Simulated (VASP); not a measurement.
Input of a VASP 6.6.1 run:

INCAR

```
PREC = Accurate
ENCUT = 560
EDIFF = 1E-6
ISMEAR = 0
SIGMA = 0.1
LREAL = False
LASPH = True
NELM = 120
ALGO = Normal
ISIF = 2
LWAVE = False
LCHARG = False
GGA = PE
NBANDS = 30
GGA_COMPAT = False
```

File KPOINTS:

```
Automatic mesh
0
Gamma
  12 12 16
```

POSCAR

```
Re
1.0
    4.3794805920      0.0000000000      0.0000000000
   -2.1897402960      3.7927414480      0.0000000000
    0.0000000000      0.0000000000      2.7446073223
Re
3
Direct
    0.6666666667      0.3333333333      0.0000000000
    0.3333333333      0.6666666667      0.0000000000
    0.0000000000      0.0000000000      0.5000000000
```

Potentials or basis: VASP PAW PBE potentials, release 64 (Re_sv_GW).

The run is started by

```sh
$ cat potpaw_PBE.64/Re_sv_GW/POTCAR > POTCAR
$ mpirun -np 1 vasp_std > vasp.out
```

Q: Estimate the band gap on the k mesh.

A: Zero (an odd number of electrons rules out a gap without spin polarisation).

Q: Estimate the pressure.

A: -1.5 GPa.

Caveat: spin-orbit coupling is left out, which moves the levels of the heavy elements.
